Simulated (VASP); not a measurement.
A run of VASP 6.6.1 is set up as follows.

File POSCAR:

```
BaZrO3
1.0
    4.2050464628      0.0420504646      0.0000000000
    0.0420504646      4.2050464628      0.0000000000
    0.0000000000      0.0000000000      4.2050464628
Ba Zr O
1 1 3
Direct
    0.0000000000      0.0000000000      0.0000000000
    0.5000000000      0.5000000000      0.5000000000
    0.0000000000      0.5000000000      0.5000000000
    0.5000000000      0.5000000000      0.0000000000
    0.5000000000      0.0000000000      0.5000000000
```

The input INCAR.step1:

```
SYSTEM = BaZrO3
  PREC = Accurate
  ENCUT = 520
  ISMEAR = 0
  SIGMA = 0.05
  LREAL = .FALSE.
  LASPH = .TRUE.
  NELM = 100
  NBANDS = 28
  GGA = PE
  ALGO = Normal
  EDIFF = 1E-4
  LWAVE = .TRUE.
  LCHARG = .FALSE.
```

File INCAR.step2:

```
SYSTEM = BaZrO3
  PREC = Accurate
  ENCUT = 520
  EDIFF = 1E-6
  ISMEAR = 0
  SIGMA = 0.05
  LREAL = .FALSE.
  LASPH = .TRUE.
  NELM = 100
  ALGO = Normal
  ISIF = 2
  LWAVE = .FALSE.
  LCHARG = .TRUE.
  METAGGA = R2SCAN
  LMIXTAU = .TRUE.
  LELF = .TRUE.
  LVHAR = .TRUE.
  NBANDS = 28
  ISTART = 1
```

KPOINTS

```
regular mesh
0
G
  6 6 6
  0 0 0
```

Potentials or basis: VASP PAW PBE potentials, release 64 (Ba_sv, Zr_sv, O).

Run with:

```sh
$ cat potpaw_PBE.64/Ba_sv/POTCAR potpaw_PBE.64/Zr_sv/POTCAR potpaw_PBE.64/O/POTCAR > POTCAR
$ cp INCAR.step1 INCAR
$ mpirun -np 1 vasp_std > vasp.out
$ cp INCAR.step2 INCAR
$ mpirun -np 1 vasp_std > vasp.out
```

Problem. Estimate the pressure.

Solution. 1.0 GPa.

Problem. Estimate the band gap on the k mesh.

Solution. 3.59 eV (least direct gap 3.82 eV).

Stress tensor (GPa, compression positive):
```
 1.05 -1.87  0.00
-1.87  1.05  0.00
 0.00  0.00  1.05
```

Caveat: the PAW data sets were made with another functional, which shifts forces and pressure a little; spin-orbit coupling is left out, which moves the levels of the heavy elements. A k mesh can miss the band edges.
